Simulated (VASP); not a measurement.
# C (Fd-3m) in VASP: a series of runs

C is run at these levels: LDA; tasks: single point, relaxation of cell and atoms.

Everything below comes from runs of VASP 6.6.1. Logs are shortened: lines on timing, memory, paths and dates and some standing lists are left out, and cuts for length are marked.

### 1 The cell of the first run

The structure is cubic, space group Fd-3m (No. 227). Conventional cell: a = 3.496 Å, b = 3.496 Å, c = 3.496 Å, α = 90.00°, β = 90.00°, γ = 90.00°. Within 2.0 Å of C (site symmetry -43m) lie 4 C at 1.51 Å.

### 2 Single point, LDA

INCAR

```
SYSTEM = C
PREC = Accurate
ENCUT = 520
EDIFF = 1E-6
ISMEAR = 0
SIGMA = 0.01
LREAL = .FALSE.
LASPH = .TRUE.
NELM = 100
ALGO = Normal
ISIF = 2
LWAVE = .FALSE.
LCHARG = .FALSE.
NBANDS = 11
```

KPOINTS

```
Automatic mesh
0
G
  10 10 10
  0 0 0
```

POSCAR

```
C
1.0
    0.0000000000      1.7480711187      1.7480711187
    1.7480711187      0.0000000000      1.7480711187
    1.7480711187      1.7480711187      0.0000000000
C
2
Direct
    0.5000000000      0.5000000000      0.5000000000
    0.7500000000      0.7500000000      0.7500000000
```

Potentials or basis: VASP PAW LDA potentials, release 64 (C).

Launch:

```sh
$ cat potpaw_LDA.64/C/POTCAR > POTCAR
$ mpirun -np 1 vasp_std > vasp.out
```

OUTCAR:

```text
SYSTEM = C
   PREC = Accurate
   ENCUT = 520
   EDIFF = 1E-6
   ISMEAR = 0
   LREAL = .FALSE.
   LASPH = .TRUE.
   NELM = 100
   ISIF = 2

 ion  position               nearest neighbor table
   1  0.500  0.500  0.500-   2 1.51   2 1.51   2 1.51   2 1.51
   2  0.750  0.750  0.750-   1 1.51   1 1.51   1 1.51   1 1.51

  LATTYP: Found a face centered cubic cell.
 ALAT       =     3.4961422374

  Lattice vectors:

 A1 = (   0.0000000000,   1.7480711187,   1.7480711187)
 A2 = (   1.7480711187,   0.0000000000,   1.7480711187)
 A3 = (   1.7480711187,   1.7480711187,   0.0000000000)

Analysis of symmetry for initial positions (statically):
=====================================================================
 Subroutine PRICEL returns:
 Original cell was already a primitive cell.

 Routine SETGRP: Setting up the symmetry group for a
 face centered cubic supercell.

 Subroutine GETGRP returns: Found 48 space group operations
 (whereof 24 operations were pure point group operations)
 out of a pool of 48 trial point group operations.

The static configuration has the point symmetry T_d .
 The point group associated with its full space group is O_h .

Analysis of symmetry for dynamics (positions and initial velocities):
=====================================================================
 Subroutine PRICEL returns:
 Original cell was already a primitive cell.

 Routine SETGRP: Setting up the symmetry group for a
 face centered cubic supercell.

 Subroutine GETGRP returns: Found 48 space group operations
 (whereof 24 operations were pure point group operations)
 out of a pool of 48 trial point group operations.

The dynamic configuration has the point symmetry T_d .
 The point group associated with its full space group is O_h .

 Subroutine INISYM returns: Found 48 space group operations
 (whereof 24 operations are pure point group operations),
 and found     1 'primitive' translations

----------------------------------------------------------------------------------------

                                     Primitive cell

  volume of cell :      10.6833

  direct lattice vectors                    reciprocal lattice vectors
     0.000000000  1.748071119  1.748071119    -0.286029553  0.286029553  0.286029553
     1.748071119  0.000000000  1.748071119     0.286029553 -0.286029553  0.286029553
     1.748071119  1.748071119  0.000000000     0.286029553  0.286029553 -0.286029553

  length of vectors
     2.472145884  2.472145884  2.472145884     0.495417718  0.495417718  0.495417718

[... 83 lines left out ...]
   NSW    =      0    number of steps for IOM
   IBRION =     -1    ionic relax: 0-MD 1-quasi-New 2-CG
   NFREE  =      0    steps in history (QN), initial steepest desc. (CG)
   ISIF   =      2    stress and relaxation
   ISYM   =      2    0-nonsym 1-usesym 2-fastsym
   POTIM  = 0.5000    time-step for ionic-motion
   TEBEG  =    0.0;   TEEND  =   0.0 temperature during run
   PSTRESS=    0.0 pullay stress
   NELECT =       8.0000    total number of electrons
   NUPDOWN=      -1.0000    fix difference up-down
   EMIN   =  10.00;   EMAX   =-10.00  energy-range for DOS
   EFERMI =   0.00;   METHOD = LEGACY
   ISMEAR =     0;   SIGMA  =   0.01  broadening in eV -4-tet -1-fermi 0-gaus
   EFERMI_NEDOS =   21; number of points for ismear=-14 and -15
   IALGO  =     38    algorithm
   IMIX   =      4    mixing-type and parameters
     AMIX     =   0.40;   BMIX     =  1.00
     AMIX_MAG =   1.60;   BMIX_MAG =  1.00
  volume/ion in A,a.u.               =       5.34        36.05
  Fermi-wavevector in a.u.,A,eV,Ry     =   1.486628  2.809320 30.069742  2.210064
  Thomas-Fermi vector in A             =   2.599891
   LORBIT       =      0    0 simple, 1 ext, 2 COOP (PROOUT), +10 PAW based schemes
   GGA     = CA    functional components
   LHFCALC =     F    Hartree Fock is set to
   AEXX    =    0.0000 exact exchange contribution
   IVDW    =     0    specifies the selected vdW correction
   LEPSILON=     F    determine dielectric tensor
   LRPA    =     F    only Hartree local field effects (RPA)
 non-spin polarized calculation
 Gauss-broadening in eV      SIGMA  =   0.01
  energy-cutoff  :      520.00
  volume of cell :       10.68
 maximum number of plane-waves:       302
   NGX =  9   NGY =  9   NGZ =  9

 number of electron       8.0000001 magnetization

 Free energy of the ion-electron system (eV)
  ---------------------------------------------------
  ext. energy  EPLUGINS =         0.00000000
  ---------------------------------------------------
  free energy    TOTEN  =       -20.22583780 eV

  energy without entropy =      -20.22583780  energy(sigma->0) =      -20.22583780

 E-fermi :  10.7864     XC(G=0): -13.7919

 val. band max:       10.6212368539   @ k =   0.0000   0.0000   0.0000
 cond. band min:      14.8969734781   @ k =   0.4000   0.4000   0.0000
 fundamental gap:      4.2757366241
 Fermi energy:        10.7863882644

 k-point     1 :       0.0000    0.0000    0.0000
  band No.  band energies     occupation
      1     -11.5131      2.00000
      2      10.6212      2.00000
      3      10.6212      2.00000
      4      10.6212      2.00000
      5      16.3336      0.00000
      6      16.3336      0.00000
      7      16.3336      0.00000
      8      25.5739      0.00000
      9      30.4312      0.00000
     10      37.9322      0.00000
     11      37.9322      0.00000
[... 309 lines left out ...]
 k-point    24 :       0.4000    0.3000    0.0000
  band No.  band energies     occupation
      1      -6.7281      2.00000
      2       2.4766      2.00000
      3       4.3099      2.00000
      4       4.9524      2.00000
      5      15.5486      0.00000
      6      18.7820      0.00000
      7      25.2760      0.00000
      8      25.4158      0.00000
      9      33.4033      0.00000
     10      34.1221      0.00000
     11      42.2526      0.00000

 [... further k-points ...]
[... 5 lines left out ...]
  --------------------------------------------------------------------------------------
  -------------------------------------------------------------------------------------
  Total        1.1202757      1.1202757      1.1202757      0.0000000      0.0000000      0.0000000
  in kB      168.0073160    168.0073160    168.0073160      0.0000000      0.0000000      0.0000000
  external PRESSURE =     168.0073160 kB  Pullay stress =       0.0000000 kB

 VOLUME and BASIS-vectors are now :
 -----------------------------------------------------------------------------
  energy-cutoff  :      520.00
  volume of cell :       10.68
      direct lattice vectors                 reciprocal lattice vectors
     0.000000000  1.748071119  1.748071119    -0.286029553  0.286029553  0.286029553
     1.748071119  0.000000000  1.748071119     0.286029553 -0.286029553  0.286029553
     1.748071119  1.748071119  0.000000000     0.286029553  0.286029553 -0.286029553

 POSITION                                       TOTAL-FORCE (eV/Angst)
 -----------------------------------------------------------------------------------
      1.74807      1.74807      1.74807         0.000000     -0.000000     -0.000000
      2.62211      2.62211      2.62211         0.000000      0.000000      0.000000
 -----------------------------------------------------------------------------------
    total drift:                                0.000000     -0.000000      0.000000

  FREE ENERGIE OF THE ION-ELECTRON SYSTEM (eV)
  ---------------------------------------------------
  free  energy   TOTEN  =       -20.2258378030 eV

  energy  without entropy=      -20.2258378030  energy(sigma->0) =      -20.22583780
```

OSZICAR:

```text
N       E                     dE             d eps       ncg     rms          rms(c)
DAV:   1    -0.146991549496E+01   -0.14699E+01   -0.47323E+03  1093   0.698E+02
DAV:   2    -0.208263133586E+02   -0.19356E+02   -0.18914E+02  1335   0.129E+02
DAV:   3    -0.211657626718E+02   -0.33945E+00   -0.33894E+00  1211   0.132E+01
DAV:   4    -0.211663282253E+02   -0.56555E-03   -0.56554E-03  1114   0.692E-01
DAV:   5    -0.211663289461E+02   -0.72077E-06   -0.72080E-06  1182   0.226E-02    0.615E+00
DAV:   6    -0.204677324026E+02    0.69860E+00   -0.37554E-01  1052   0.430E+00    0.358E+00
DAV:   7    -0.202258794378E+02    0.24185E+00   -0.44281E-01  1115   0.467E+00    0.810E-01
DAV:   8    -0.202258537350E+02    0.25703E-04   -0.10422E-02  1091   0.852E-01    0.303E-02
DAV:   9    -0.202258362734E+02    0.17462E-04   -0.39750E-05  1157   0.486E-02    0.214E-02
DAV:  10    -0.202258378648E+02   -0.15913E-05   -0.22098E-06  1125   0.124E-02    0.504E-03
DAV:  11    -0.202258378030E+02    0.61774E-07   -0.87917E-08   564   0.228E-03
   1 F= -.20225838E+02 E0= -.20225838E+02  d E =-.594162-123
```

It took 4.4 s on 1 thread of Intel Xeon Platinum 8259CL at 2.50GHz (Skylake/Cascade Lake), shared host; peak memory 0.11 GiB.

Results:

```
Free energy            : -20.2258 eV
Pressure               : 16.8 GPa
Band gap on the k mesh : 4.28 eV, indirect (least direct gap 5.71 eV)
```

A k mesh can miss the band edges. As with any semilocal functional, this LDA gap is likely too small.

### 3 Relaxation of cell and atoms, LDA, target pressure 1 GPa, at which the enthalpy is minimised

This run uses another cell than the first one, of 5.51 Å³/atom, 1.031 times its volume.

INCAR

```
SYSTEM = C
  PREC = Accurate
  ENCUT = 600
  EDIFF = 1E-6
  ISMEAR = 0
  SIGMA = 0.01
  LREAL = .FALSE.
  LASPH = .TRUE.
  NELM = 80
  ALGO = Normal
  ISIF = 3
  LWAVE = .FALSE.
  LCHARG = .FALSE.
  IBRION = 2
  NSW = 100
  EDIFFG = -0.002
  PSTRESS = 10.0
```

KPOINTS

```
regular mesh
0
G
  10 10 10
  0 0 0
```

POSCAR

```
C
1.0
    0.0000000000      1.7658696213      1.7658696213
    1.7658696213      0.0000000000      1.7658696213
    1.7658696213      1.7658696213      0.0000000000
C
2
Direct
    0.5000000000      0.5000000000      0.5000000000
    0.7500000000      0.7500000000      0.7500000000
```

Potentials or basis: VASP PAW LDA potentials, release 64 (C).

Launch:

```sh
$ cat potpaw_LDA.64/C/POTCAR > POTCAR
$ mpirun -np 1 vasp_std > vasp.out
```

Run time: 7.2 s. Hardware: 1 thread of Intel Xeon Platinum 8259CL at 2.50GHz (Skylake/Cascade Lake), shared host; peak memory 0.11 GiB.

It converged, with:

```yaml
Free_energy: -20.2519 eV
Relaxed_volume: 5.50 Å³/atom
Relaxed_cell: a = 2.497 Å, b = 2.497 Å, c = 2.497 Å, α = 60.00°, β = 60.00°, γ = 60.00°
Space_group_after_relaxing_to_0.05_Å: Fd-3m (No. 227)
Energy_change_on_relaxing_the_enthalpy_is_what_falls: +0.0 meV/atom
Ionic_steps: 3
Pressure_after_relaxing: 1.0 GPa
Band_gap_on_the_k_mesh: 4.21 eV, indirect (least direct gap 5.63 eV)
```

Final structure:
```cif
data_structure
_symmetry_space_group_name_H-M 'P 1'
_symmetry_Int_Tables_number 1
_cell_length_a 2.4970
_cell_length_b 2.4970
_cell_length_c 2.4970
_cell_angle_alpha 60.000
_cell_angle_beta 60.000
_cell_angle_gamma 60.000
_cell_volume 11.01
loop_
_atom_site_label
_atom_site_type_symbol
_atom_site_fract_x
_atom_site_fract_y
_atom_site_fract_z
_atom_site_occupancy
C1 C 0.50000 0.50000 0.50000 1
C2 C 0.75000 0.75000 0.75000 1
```

Levels at points of the mesh, in eV from the valence-band top:
```csv
k point,band 2,band 3,band 4,band 5,band 6,band 7
"(0.00, 0.00, 0.00)",0.00,0.00,0.00,5.63,5.63,5.63
"(0.50, 0.00, 0.00)",-13.69,-2.87,-2.87,8.51,8.51,9.43
"(0.50, 0.50, 0.00)",-12.82,-6.47,-6.47,4.77,4.77,17.08
```

Caveat: the cell is relaxed towards a set pressure, so the enthalpy falls and the energy may rise. LDA gaps usually lie below the measured ones, often by a third to a half.

### 4 Relaxation of cell and atoms, LDA, target pressure 2 GPa, at which the enthalpy is minimised

This run uses another cell than the first one, of 5.51 Å³/atom, 1.031 times its volume.

INCAR

```
SYSTEM = C
ALGO     = Normal         ! electronic algorithm
EDIFF    = 1E-6           ! SCF threshold, eV
EDIFFG   = -0.002         ! ionic threshold
ENCUT    = 600            ! plane-wave cutoff, eV
GGA      = CA             ! functional
IBRION   = 2              ! ionic algorithm
ISIF     = 3              ! what is computed and relaxed
ISMEAR   = 0              ! smearing method
LASPH    = .True.         ! aspherical terms in the spheres
LCHARG   = .False.        ! write CHGCAR
LREAL    = .False.        ! projectors in reciprocal space
LWAVE    = .False.        ! write WAVECAR
NELM     = 100            ! most SCF steps
NSW      = 100            ! ionic steps
PREC     = Accurate       ! precision mode
PSTRESS  = 20.0         
SIGMA    = 0.01           ! smearing width, eV
```

KPOINTS

```
k-points
0
Gamma
  10 10 10
  0 0 0
```

POSCAR is that of step 3.

Launch:

```sh
$ cat potpaw_LDA.64/C/POTCAR > POTCAR
$ mpirun -np 1 vasp_std > vasp.out
```

It took 7.5 s on 1 thread of Intel Xeon Platinum 8259CL at 2.50GHz (Skylake/Cascade Lake), shared host; peak memory 0.11 GiB.

It converged, with:

| Property | Result |
| --- | --- |
| Free energy | -20.2517 eV |
| Relaxed volume | 5.49 Å³/atom |
| Relaxed cell | a = 2.495 Å, b = 2.495 Å, c = 2.495 Å, α = 60.00°, β = 60.00°, γ = 60.00° |
| Space group after relaxing (to 0.05 Å) | Fd-3m (No. 227) |
| Energy change on relaxing (the enthalpy is what falls) | +0.1 meV/atom |
| Ionic steps | 3 |
| Pressure after relaxing | 2.0 GPa |
| Band gap on the k mesh | 4.21 eV, indirect (least direct gap 5.63 eV) |

Step by step:
| step | energy change (eV) | largest force (eV/Å) | pressure (GPa) | volume (Å³) |
| --- | --- | --- | --- | --- |
| 1 | 0.0000 | 0.0000 | 0.84 | 11.01 |
| 2 | 0.0009 | 0.0000 | 3.58 | 10.95 |
| 3 | 0.0002 | 0.0000 | 1.99 | 10.99 |

Final structure:
```yaml
crystal:
  lattice:
    - [0.00000, 1.76442, 1.76442]
    - [1.76442, 0.00000, 1.76442]
    - [1.76442, 1.76442, 0.00000]
  atoms:
    - { symbol: C, position: [0.50000, 0.50000, 0.50000] }
    - { symbol: C, position: [0.75000, 0.75000, 0.75000] }
```

Levels at points of the mesh, in eV from the valence-band top:
| k point | band 1 | band 2 | band 3 | band 4 | band 5 | band 6 | band 7 | band 8 |
| --- | --- | --- | --- | --- | --- | --- | --- | --- |
| (0.00, 0.00, 0.00) | -21.75 | 0.00 | 0.00 | 0.00 | 5.63 | 5.63 | 5.63 | 14.29 |
| (0.50, 0.00, 0.00) | -15.72 | -13.72 | -2.87 | -2.87 | 8.52 | 8.52 | 9.45 | 15.70 |
| (0.50, 0.50, 0.00) | -12.84 | -12.84 | -6.49 | -6.49 | 4.78 | 4.78 | 17.11 | 17.11 |

Caveat: the cell is relaxed towards a set pressure, so the enthalpy falls and the energy may rise. A k mesh can miss the band edges.

### 5 Relaxation of cell and atoms, LDA, target pressure 4 GPa, at which the enthalpy is minimised

This run uses another cell than the first one, of 5.51 Å³/atom, 1.031 times its volume.

INCAR

```
  ALGO = Normal
  EDIFF = 1E-6
  EDIFFG = -0.002
  ENCUT = 600
  IBRION = 2
  ISIF = 3
  ISMEAR = 0
  LASPH = T
  LCHARG = F
  LREAL = F
  LWAVE = F
  NELM = 80
  NSW = 100
  PREC = Accurate
  PSTRESS = 40.0
  SIGMA = 0.01
```

KPOINTS

```
k-points
0
Gamma
  10 10 10
```

POSCAR is that of step 4.

Launch:

```sh
$ cat potpaw_LDA.64/C/POTCAR > POTCAR
$ mpirun -np 1 vasp_std > vasp.out
```

Run time: 7.1 s. Hardware: 1 thread of Intel Xeon Platinum 8259CL at 2.50GHz (Skylake/Cascade Lake), shared host; peak memory 0.11 GiB.

Results (log left out):

```yaml
Free_energy: -20.2509 eV
Relaxed_volume: 5.47 Å³/atom
Relaxed_cell: a = 2.492 Å, b = 2.492 Å, c = 2.492 Å, α = 60.00°, β = 60.00°, γ = 60.00°
Space_group_after_relaxing_to_0.05_Å: Fd-3m (No. 227)
Energy_change_on_relaxing_the_enthalpy_is_what_falls: +0.5 meV/atom
Ionic_steps: 3
Pressure_after_relaxing: 4.0 GPa
Band_gap_on_the_k_mesh: 4.22 eV, indirect (least direct gap 5.64 eV)
```

The path:
| step | energy change (eV) | largest force (eV/Å) | pressure (GPa) | volume (Å³) |
| --- | --- | --- | --- | --- |
| 1 | 0.0000 | 0.0000 | 0.84 | 11.01 |
| 2 | 0.0049 | 0.0000 | 8.43 | 10.84 |
| 3 | 0.0011 | 0.0000 | 3.98 | 10.94 |

Final structure:
```yaml
crystal:
  lattice:
    - [0.00000, 1.76196, 1.76196]
    - [1.76196, 0.00000, 1.76196]
    - [1.76196, 1.76196, 0.00000]
  atoms:
    - { symbol: C, position: [0.50000, 0.50000, 0.50000] }
    - { symbol: C, position: [0.75000, 0.75000, 0.75000] }
```

Levels at points of the mesh, in eV from the valence-band top:
```
           k point  band 1  band 2  band 3  band 4  band 5  band 6  band 7  band 8
(0.00, 0.00, 0.00)  -21.81    0.00    0.00    0.00    5.64    5.64    5.64   14.39
(0.50, 0.00, 0.00)  -15.76  -13.77   -2.88   -2.88    8.54    8.54    9.51   15.73
(0.50, 0.50, 0.00)  -12.87  -12.87   -6.51   -6.51    4.79    4.79   17.18   17.18
```

Caveat: the cell is relaxed towards a set pressure, so the enthalpy falls and the energy may rise.

### 6 Relaxation of cell and atoms, LDA, target pressure 7 GPa, at which the enthalpy is minimised

This run uses another cell than the first one, of 5.51 Å³/atom, 1.031 times its volume.

INCAR

```
SYSTEM = C
ALGO = Normal
EDIFF = 1E-6
EDIFFG = -0.002
ENCUT = 600
IBRION = 2
ISIF = 3
ISMEAR = 0
LASPH = .True.
LCHARG = .False.
LREAL = .False.
LWAVE = .False.
NELM = 100
NSW = 100
PREC = Accurate
PSTRESS = 70.0
SIGMA = 0.01
```

KPOINTS

```
k-points
0
Gamma
  10 10 10
  0 0 0
```

POSCAR is that of step 5.

Potentials or basis: VASP PAW LDA potentials, release 64 (C).

Launch:

```sh
$ cat potpaw_LDA.64/C/POTCAR > POTCAR
$ mpirun -np 1 vasp_std > vasp.out
```

It took 8.4 s on 1 thread of Intel Xeon Platinum 8259CL at 2.50GHz (Skylake/Cascade Lake), shared host; peak memory 0.11 GiB.

Results (log left out):

```yaml
Free_energy: -20.2486 eV
Relaxed_volume: 5.44 Å³/atom
Relaxed_cell: a = 2.487 Å, b = 2.487 Å, c = 2.487 Å, α = 60.00°, β = 60.00°, γ = 60.00°
Space_group_after_relaxing_to_0.05_Å: Fd-3m (No. 227)
Energy_change_on_relaxing_the_enthalpy_is_what_falls: +1.7 meV/atom
Ionic_steps: 3
Pressure_after_relaxing: 7.0 GPa
Band_gap_on_the_k_mesh: 4.23 eV, indirect (least direct gap 5.66 eV)
```

Step by step:
```tsv
step	energy change (eV)	largest force (eV/Å)	pressure (GPa)	volume (Å³)
1	0.0000	0.0000	0.84	11.01
2	0.0173	0.0000	16.09	10.68
3	0.0034	0.0000	6.97	10.87
```

Final structure:
```cif
data_structure
_symmetry_space_group_name_H-M 'P 1'
_symmetry_Int_Tables_number 1
_cell_length_a 2.4867
_cell_length_b 2.4867
_cell_length_c 2.4867
_cell_angle_alpha 60.000
_cell_angle_beta 60.000
_cell_angle_gamma 60.000
_cell_volume 10.87
loop_
_atom_site_label
_atom_site_type_symbol
_atom_site_fract_x
_atom_site_fract_y
_atom_site_fract_z
_atom_site_occupancy
C1 C 0.50000 0.50000 0.50000 1
C2 C 0.75000 0.75000 0.75000 1
```

Levels at points of the mesh, in eV from the valence-band top:
```tsv
k point	band 2	band 3	band 4	band 5	band 6	band 7
(0.00, 0.00, 0.00)	0.00	0.00	0.00	5.66	5.66	5.66
(0.50, 0.00, 0.00)	-13.84	-2.90	-2.90	8.56	8.56	9.60
(0.50, 0.50, 0.00)	-12.91	-6.55	-6.55	4.80	4.80	17.27
```

Caveat: the cell is relaxed towards a set pressure, so the enthalpy falls and the energy may rise. LDA usually gives volumes a few per cent too small.

### 7 Summary

```tsv
task	cell	cutoff (eV)	gap on the mesh (eV)	pressure (GPa)
single point	a = 2.472 Å, angles 60.0°, 2 atoms	520	4.28	16.8
relaxation of cell and atoms	relaxed to 1 GPa from a = 2.497 Å, angles 60.0°, 2 atoms	600	4.21	1.0
relaxation of cell and atoms	relaxed to 2 GPa from a = 2.497 Å, angles 60.0°, 2 atoms	600	4.21	2.0
relaxation of cell and atoms	relaxed to 4 GPa from a = 2.497 Å, angles 60.0°, 2 atoms	600	4.22	4.0
relaxation of cell and atoms	relaxed to 7 GPa from a = 2.497 Å, angles 60.0°, 2 atoms	600	4.23	7.0
```

Alike in all rows: level LDA; potentials or basis VASP PAW LDA potentials, release 64 (C); no spin polarisation; k mesh 10 × 10 × 10; smearing gaussian 0.01 eV.

Caveats: the cell is relaxed towards a set pressure, so the enthalpy falls and the energy may rise (some runs).

Absolute energies hang on the potentials; compare differences alone.
